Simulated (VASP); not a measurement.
A run of VASP 6.6.1:

The input INCAR:

```
SYSTEM = W
PREC = Accurate
ENCUT = 600
EDIFF = 1E-6
ISMEAR = -1
SIGMA = 0.05
LREAL = .False.
LASPH = .True.
NELM = 60
ALGO = Normal
ISIF = 3
LWAVE = .False.
LCHARG = .False.
GGA = PE
IBRION = 2
NSW = 60
EDIFFG = -0.005
PSTRESS = 4300.0
```

The input KPOINTS:

```
regular mesh
0
Gamma
  15 15 15
  0 0 0
```

Contents of POSCAR:

```
W
1.0
    0.0000000000      2.1777646010      2.1777646010
    2.1777646010      0.0000000000      2.1777646010
    2.1777646010      2.1777646010      0.0000000000
W
2
Direct
   -0.1250000000     -0.1250000000     -0.1250000000
    0.1250000000      0.1250000000      0.1250000000
```

Potentials or basis: VASP PAW PBE potentials, release 64 (W_sv).

Command:

```sh
$ cat potpaw_PBE.64/W_sv/POTCAR > POTCAR
$ mpirun -np 1 vasp_std > vasp.out
```

Hardware: 1 thread of Intel(R) Xeon(R) 6975P-C (Granite Rapids) (shared host).

Task: How long does it take, and how much memory?

Result: Wall time 100 s on 1 thread of Intel(R) Xeon(R) 6975P-C (Granite Rapids), on a shared host, peak memory 0.19 GiB. Counts: scf iterations 51, k points 120, ion steps 5.
